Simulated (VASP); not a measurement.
# AlGa3N4 in VASP: further runs

AlGa3N4 is run at these levels: PBEsol; tasks: single point.

All numbers are computed with VASP 6.6.1; they aren't measurements. Logs are shortened: lines on timing, memory, paths and dates and some standing lists are left out, and cuts for length are marked.

**1. The cell of the first run**

The typed cell holds 8 atoms: a = 4.468 Å, b = 4.468 Å, c = 4.468 Å, α = 90.00°, β = 90.00°, γ = 90.00°.

**2. Single point, PBEsol (mode 4 frozen in at -0.082 Å and mode 15 at -0.040 Å (largest displacements))**

File INCAR:

```
PREC     = Accurate       # precision mode
ENCUT    = 520            # plane-wave cutoff, eV
EDIFF    = 1E-6           # SCF threshold, eV
ISMEAR   = 0              # smearing method
SIGMA    = 0.05           # smearing width, eV
LREAL    = F              # projectors in reciprocal space
LASPH    = T              # aspherical terms in the spheres
NELM     = 60             # most SCF steps
ALGO     = Normal         # electronic algorithm
ISIF     = 2              # what is computed and relaxed
LWAVE    = F              # write WAVECAR
LCHARG   = F              # write CHGCAR
GGA      = PS             # functional
NBANDS   = 41             # bands
```

File KPOINTS:

```
Automatic mesh
0
Gamma
  6 6 6
```

File POSCAR:

```
AlGa3N4
1.0
    4.4675774128      0.0000000000      0.0000000000
    0.0000000000      4.4675774128      0.0000000000
    0.0000000000      0.0000000000      4.4675774128
Al Ga N
1 3 4
Direct
   -0.0000008510     -0.0000029365      0.0037056965
    0.4815781305      0.4999991622      0.0023768069
    0.5184213644     -0.0000018834      0.5010994705
   -0.0000005458      0.4999990949      0.5010999809
    0.7515712481      0.7458918445      0.2317923535
    0.7585250015      0.2471714260      0.7532543724
    0.2414839190      0.7642128235      0.7418796410
    0.2484267018      0.2427476132      0.2431560312
```

Potentials or basis: VASP PAW PBE potentials, release 64 (Al, Ga_d, N).

Started as:

```console
$ cat potpaw_PBE.64/Al/POTCAR potpaw_PBE.64/Ga_d/POTCAR potpaw_PBE.64/N/POTCAR > POTCAR
$ mpirun -np 1 vasp_std > vasp.out
```

OUTCAR:

```text
PREC = Accurate
   ENCUT = 520
   EDIFF = 1E-6
   ISMEAR = 0
   LREAL = F
   LASPH = T
   NELM = 60
   ISIF = 2
   GGA = PS

 ion  position               nearest neighbor table
   1  1.000  1.000  0.004-   8 1.88   5 1.89   6 1.91   7 1.91   3 3.09   2 3.10   2 3.10   3 3.11

   2  0.482  0.500  0.002-   8 1.89   5 1.93   7 1.97   6 2.01   1 3.10   1 3.10
   3  0.518  1.000  0.501-   6 1.91   7 1.95   5 1.95   8 1.99   1 3.09   1 3.11
   4  1.000  0.500  0.501-   6 1.93   7 1.93   8 1.97   5 1.97
   5  0.752  0.746  0.232-   1 1.89   2 1.93   3 1.95   4 1.97
   6  0.759  0.247  0.753-   1 1.91   3 1.91   4 1.93   2 2.01
   7  0.241  0.764  0.742-   1 1.91   4 1.93   3 1.95   2 1.97
   8  0.248  0.243  0.243-   1 1.88   2 1.89   4 1.97   3 1.99

  LATTYP: Found a simple cubic cell.
 ALAT       =     4.4675774128

  Lattice vectors:

 A1 = (   4.4675774128,   0.0000000000,   0.0000000000)
 A2 = (   0.0000000000,   4.4675774128,   0.0000000000)
 A3 = (   0.0000000000,   0.0000000000,   4.4675774128)

Analysis of symmetry for initial positions (statically):
=====================================================================
 Subroutine PRICEL returns:
 Original cell was already a primitive cell.

 Routine SETGRP: Setting up the symmetry group for a
 simple cubic supercell.

 Subroutine GETGRP returns: Found  1 space group operations
 (whereof  1 operations were pure point group operations)
 out of a pool of 48 trial point group operations.

The static configuration has the point symmetry C_1 .

Analysis of symmetry for dynamics (positions and initial velocities):
=====================================================================
 Subroutine PRICEL returns:
 Original cell was already a primitive cell.

 Routine SETGRP: Setting up the symmetry group for a
 simple cubic supercell.

 Subroutine GETGRP returns: Found  1 space group operations
 (whereof  1 operations were pure point group operations)
 out of a pool of 48 trial point group operations.

The dynamic configuration has the point symmetry C_1 .

 Subroutine INISYM returns: Found  1 space group operations
 (whereof  1 operations are pure point group operations),
 and found     1 'primitive' translations

----------------------------------------------------------------------------------------

                                     Primitive cell

  volume of cell :      89.1695

  direct lattice vectors                    reciprocal lattice vectors
     4.467577413  0.000000000  0.000000000     0.223834957  0.000000000  0.000000000
     0.000000000  4.467577413  0.000000000     0.000000000  0.223834957  0.000000000
     0.000000000  0.000000000  4.467577413     0.000000000  0.000000000  0.223834957

  length of vectors
     4.467577413  4.467577413  4.467577413     0.223834957  0.223834957  0.223834957

  position of ions in fractional coordinates (direct lattice)
     0.999999149  0.999997063  0.003705696
     0.481578130  0.499999162  0.002376807
     0.518421364  0.999998117  0.501099471
     0.999999454  0.499999095  0.501099981
     0.751571248  0.745891845  0.231792353
     0.758525001  0.247171426  0.753254372
     0.241483919  0.764212824  0.741879641
     0.248426702  0.242747613  0.243156031

  ion indices of the primitive-cell ions
   primitive index   ion index
                 1           1
                 2           2
                 3           3
                 4           4
                 5           5
                 6           6
                 7           7
                 8           8

----------------------------------------------------------------------------------------

 KPOINTS: Automatic mesh

Automatic generation of k-mesh.
 Grid dimensions read from file:
 generate k-points for:    6    6    6

 Generating k-lattice:

  Cartesian coordinates                     Fractional coordinates (reciprocal lattice)
     0.037305826  0.000000000  0.000000000     0.166666667  0.000000000  0.000000000
     0.000000000  0.037305826  0.000000000     0.000000000  0.166666667  0.000000000
     0.000000000  0.000000000  0.037305826     0.000000000  0.000000000  0.166666667

  Length of vectors
     0.037305826  0.037305826  0.037305826

  Shift w.r.t. Gamma in fractional coordinates (k-lattice)
     0.000000000  0.000000000  0.000000000

 Subroutine IBZKPT returns following result:
 ===========================================

 Found    112 irreducible k-points:

 Following reciprocal coordinates:
            Coordinates               Weight
  0.000000  0.000000  0.000000      1.000000
  0.166667  0.000000  0.000000      2.000000
  0.000000  0.166667  0.000000      2.000000
  0.000000  0.000000  0.166667      2.000000
  0.333333  0.000000  0.000000      2.000000
  0.000000  0.333333  0.000000      2.000000
[... 16 lines left out ...]
  0.000000 -0.333333  0.166667      2.000000
 -0.166667  0.000000  0.333333      2.000000
 [... further k-points ...]
   k-points           NKPTS =    112   k-points in BZ     NKDIM =    112   number of bands    NBANDS=     41
   number of dos      NEDOS =    301   number of ions     NIONS =      8
   total plane-waves  NPLWV =  46656
   dimension x,y,z NGX =    36 NGY =   36 NGZ =   36
   dimension x,y,z NGXF=    72 NGYF=   72 NGZF=   72
   ions per type =               1   3   4
   NGX,Y,Z   is equivalent  to a cutoff of  13.40, 13.40, 13.40 a.u.
   NGXF,Y,Z  is equivalent  to a cutoff of  26.79, 26.79, 26.79 a.u.
 SYSTEM =  unknown system
   PREC   = accura    normal or accurate (medium, high low for compatibility)
   ISTART =      0    job   : 0-new  1-cont  2-samecut
   ICHARG =      2    charge: 1-file 2-atom 10-const
   ISPIN  =      1    spin polarized calculation?
   LNONCOLLINEAR =      F non collinear calculations
   LSORBIT =      F    spin-orbit coupling
   LASPH  =      T    aspherical Exc in radial PAW
   ENCUT  =  520.0 eV  38.22 Ry    6.18 a.u.   8.31  8.31  8.31*2*pi/ulx,y,z
   NELM   =     60;   NELMIN=  2; NELMDL= -5     # of ELM steps
   EDIFF  = 0.1E-05   stopping-criterion for ELM
   LREAL  =      F    real-space projection
   EDIFFG = 0.1E-04   stopping-criterion for IOM
   NSW    =      0    number of steps for IOM
   IBRION =     -1    ionic relax: 0-MD 1-quasi-New 2-CG
   NFREE  =      0    steps in history (QN), initial steepest desc. (CG)
   ISIF   =      2    stress and relaxation
   ISYM   =      2    0-nonsym 1-usesym 2-fastsym
   POTIM  = 0.5000    time-step for ionic-motion
   TEBEG  =    0.0;   TEEND  =   0.0 temperature during run
   PSTRESS=    0.0 pullay stress
   NELECT =      62.0000    total number of electrons
   NUPDOWN=      -1.0000    fix difference up-down
   EMIN   =  10.00;   EMAX   =-10.00  energy-range for DOS
   EFERMI =   0.00;   METHOD = LEGACY
   ISMEAR =     0;   SIGMA  =   0.05  broadening in eV -4-tet -1-fermi 0-gaus
   EFERMI_NEDOS =   21; number of points for ismear=-14 and -15
   IALGO  =     38    algorithm
   IMIX   =      4    mixing-type and parameters
     AMIX     =   0.40;   BMIX     =  1.00
     AMIX_MAG =   1.60;   BMIX_MAG =  1.00
  volume/ion in A,a.u.               =      11.15        75.22
  Fermi-wavevector in a.u.,A,eV,Ry     =   1.450329  2.740725 28.619246  2.103455
  Thomas-Fermi vector in A             =   2.567954
   LORBIT       =      0    0 simple, 1 ext, 2 COOP (PROOUT), +10 PAW based schemes
   GGA     = PS    functional components
   LHFCALC =     F    Hartree Fock is set to
   AEXX    =    0.0000 exact exchange contribution
   IVDW    =     0    specifies the selected vdW correction
   LEPSILON=     F    determine dielectric tensor
   LRPA    =     F    only Hartree local field effects (RPA)
 non-spin polarized calculation
 Gauss-broadening in eV      SIGMA  =   0.05
  energy-cutoff  :      520.00
  volume of cell :       89.17
 maximum number of plane-waves:      2469
 NGX is ok and might be reduce to    36
   NGX = 17   NGY = 17   NGZ = 17

 number of electron      61.9999980 magnetization

 Free energy of the ion-electron system (eV)
  ---------------------------------------------------
  ext. energy  EPLUGINS =         0.00000000
  ---------------------------------------------------
  free energy    TOTEN  =       -54.83940586 eV

  energy without entropy =      -54.83940586  energy(sigma->0) =      -54.83940586

 E-fermi :   5.7014     XC(G=0): -11.7453

 val. band max:        5.4180519342   @ k =   0.0000   0.0000   0.0000
 cond. band min:       7.6065719751   @ k =   0.0000   0.0000   0.0000
 fundamental gap:      2.1885200409
 Fermi energy:         5.7013599962

 k-point     1 :       0.0000    0.0000    0.0000
  band No.  band energies     occupation
      1     -10.3796      2.00000
      2      -9.1055      2.00000
      3      -9.0759      2.00000
      4      -9.0546      2.00000
      5      -7.8089      2.00000
      6      -7.7938      2.00000
[... 33 lines left out ...]
     40      16.0825      0.00000
     41      16.2884      0.00000

 k-point     2 :       0.1667    0.0000    0.0000
  band No.  band energies     occupation
      1     -10.2667      2.00000
      2      -9.1344      2.00000
      3      -9.0776      2.00000
      4      -9.0654      2.00000
      5      -7.8045      2.00000
      6      -7.7872      2.00000
[... 33 lines left out ...]
     40      16.2863      0.00000
     41      16.3321      0.00000

 k-point     3 :       0.0000    0.1667    0.0000
  band No.  band energies     occupation
      1     -10.2663      2.00000
      2      -9.1250      2.00000
      3      -9.0896      2.00000
      4      -9.0638      2.00000
      5      -7.8059      2.00000
      6      -7.7865      2.00000
[... 875 lines left out ...]
      2      -9.2474      2.00000
      3      -9.1246      2.00000
      4      -9.0833      2.00000
      5      -7.7850      2.00000
      6      -7.7737      2.00000
[... 33 lines left out ...]
     40      15.7609      0.00000
     41      15.8917      0.00000

 k-point    24 :      -0.1667    0.0000    0.3333
  band No.  band energies     occupation
      1      -9.8817      2.00000
      2      -9.2478      2.00000
      3      -9.1279      2.00000
      4      -9.0788      2.00000
      5      -7.7818      2.00000
      6      -7.7668      2.00000
[... 33 lines left out ...]
     40      15.7336      0.00000
     41      16.0035      0.00000

 [... further k-points ...]

------------------------ aborting loop because EDIFF is reached ----------------------------------------

  FORCE on cell =-STRESS in cart. coord.  units (eV):
  Direction    XX          YY          ZZ          XY          YZ          ZX
  --------------------------------------------------------------------------------------
  -------------------------------------------------------------------------------------
  Total       -0.0536274      0.1175309     -0.0444421      1.3646094     -0.0130977     -0.0471647
  in kB       -0.9635653      2.1117697     -0.7985261     24.5189967     -0.2353366     -0.8474442
  external PRESSURE =       0.1165595 kB  Pullay stress =       0.0000000 kB

 VOLUME and BASIS-vectors are now :
 -----------------------------------------------------------------------------
  energy-cutoff  :      520.00
  volume of cell :       89.17
      direct lattice vectors                 reciprocal lattice vectors
     4.467577413  0.000000000  0.000000000     0.223834957  0.000000000  0.000000000
     0.000000000  4.467577413  0.000000000     0.000000000  0.223834957  0.000000000
     0.000000000  0.000000000  4.467577413     0.000000000  0.000000000  0.223834957

 POSITION                                       TOTAL-FORCE (eV/Angst)
 -----------------------------------------------------------------------------------
      4.46757      4.46756      0.01656        -0.001856     -0.008346     -0.512174
      2.15149      2.23378      0.01062         0.750445      0.139812     -0.839157
      2.31609      4.46757      2.23870        -0.751179     -0.087748     -0.389388
      4.46757      2.23378      2.23870         0.002440     -0.002681     -0.385047
      3.35770      3.33233      1.03555         0.242765      0.316439      0.585959
      3.38877      1.10426      3.36522        -0.203063      0.161725      0.456578
      1.07885      3.41418      3.31440         0.250272     -0.277116      0.570701
      1.10987      1.08449      1.08632        -0.289823     -0.242084      0.512529
 -----------------------------------------------------------------------------------
    total drift:                               -0.000014      0.000129     -0.000041

  FREE ENERGIE OF THE ION-ELECTRON SYSTEM (eV)
  ---------------------------------------------------
  free  energy   TOTEN  =       -54.8394058592 eV

  energy  without entropy=      -54.8394058592  energy(sigma->0) =      -54.83940586
```

Wall time 19 min (1 thread of AMD EPYC 7R13, shared host); peak memory 0.41 GiB.

Results:

```yaml
Free_energy: -54.8394 eV
Pressure: 0.0 GPa
Largest_force: 1.134 eV/Å
Band_gap_on_the_k_mesh: 2.19 eV, direct
```

Forces in eV/Å, atoms in the order of the input:
```
Al  -0.002 -0.008 -0.512
Ga   0.750  0.140 -0.839
Ga  -0.751 -0.088 -0.389
Ga   0.002 -0.003 -0.385
N    0.243  0.316  0.586
N   -0.203  0.162  0.457
N    0.250 -0.277  0.571
N   -0.290 -0.242  0.513
```

Stress tensor (GPa, compression positive):
```
-0.10  2.45 -0.08
 2.45  0.21 -0.02
-0.08 -0.02 -0.08
```

Levels at points of the mesh, in eV from the valence-band top:
```csv
k point,band 28,band 29,band 30,band 31,band 32,band 33,band 34,band 35
"(0.00, 0.00, 0.00)",-2.50,-0.21,-0.10,0.00,2.19,3.16,3.21,3.26
"(0.50, 0.00, 0.00)",-1.58,-1.58,-1.30,-1.30,4.72,4.82,6.01,6.01
"(0.00, 0.50, 0.00)",-1.59,-1.56,-1.30,-1.29,4.71,4.81,5.99,5.99
"(0.00, 0.00, 0.50)",-1.68,-1.47,-1.34,-1.25,4.72,4.82,5.93,6.05
"(0.50, 0.50, 0.00)",-1.18,-1.09,-0.90,-0.72,6.47,6.68,6.74,7.05
"(0.00, 0.50, 0.50)",-1.09,-1.04,-1.04,-0.71,6.54,6.58,6.59,7.12
"(0.50, 0.00, 0.50)",-1.08,-1.04,-1.03,-0.71,6.52,6.68,6.74,7.10
"(0.50, 0.50, 0.50)",-0.88,-0.81,-0.75,-0.64,4.79,4.80,4.83,6.09
```

Caveat: the cell differs from its parent crystal (mode 4 frozen in at -0.082 Å and mode 15 at -0.040 Å (largest displacements)); the PAW data sets were made with another functional, which shifts forces and pressure a little.

(Part 1 of 2 ends here.)
